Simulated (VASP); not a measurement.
Set up this calculation in VASP 6.6.1, as the native input.

- Task: single point
- Functional: PBE
- Potentials or basis: VASP PAW PBE potentials, release 64 (Sn_d, Te)
- Cutoff: 520 eV
- k mesh: 6 × 6 × 4
- Occupations: gaussian, width 0.1 eV
- Spin: no spin polarisation
- Dipole correction: no
- Further INCAR settings: ALGO = Normal; EDIFF = 1e-06; NBANDS = 24

The structure of SnTe3 lies in POSCAR:

```
SnTe3
1.0
    5.6110120100      0.0000000000      0.0000000000
   -2.8055060100      4.8592789400      0.0000000000
    0.0000000000      0.0000000000      5.3904511200
Sn Te
1 3
Direct
    0.0000000000      0.0000000000      0.0000000000
    0.5000000000      0.0000000000      0.0000000000
    0.0000000000      0.5000000000      0.0000000000
    0.5000000000      0.5000000000      0.0000000000
```

The cell was built from a structure type or drawn by symmetry, and may not be a known phase.

These files were run (other wordings do the same):

INCAR

```
  PREC = Accurate
  ENCUT = 520
  EDIFF = 1E-6
  ISMEAR = 0
  SIGMA = 0.1
  LREAL = F
  LASPH = T
  NELM = 80
  ALGO = Normal
  ISIF = 2
  LWAVE = F
  LCHARG = T
  GGA = PE
  LELF = T
  LVHAR = T
  NBANDS = 24
```

KPOINTS

```
regular mesh
0
Gamma
  6 6 4
```

Potentials or basis: VASP PAW PBE potentials, release 64 (Sn_d, Te).

Launch:

```console
$ cat potpaw_PBE.64/Sn_d/POTCAR potpaw_PBE.64/Te/POTCAR > POTCAR
$ mpirun -np 1 vasp_std > vasp.out
```

Results of the run:

```json
{
  "Pressure": "22.8 GPa",
  "Band gap on the k mesh": "zero (bands 16 and 17 overlap by 1.73 eV)"
}
```

Caveat: the cell stands under pressure; spin-orbit coupling is left out, which moves the levels of the heavy elements.

It took 41 s on 1 thread of Intel(R) Xeon(R) 6975P-C (Granite Rapids) (shared host), peak memory 0.28 GiB.
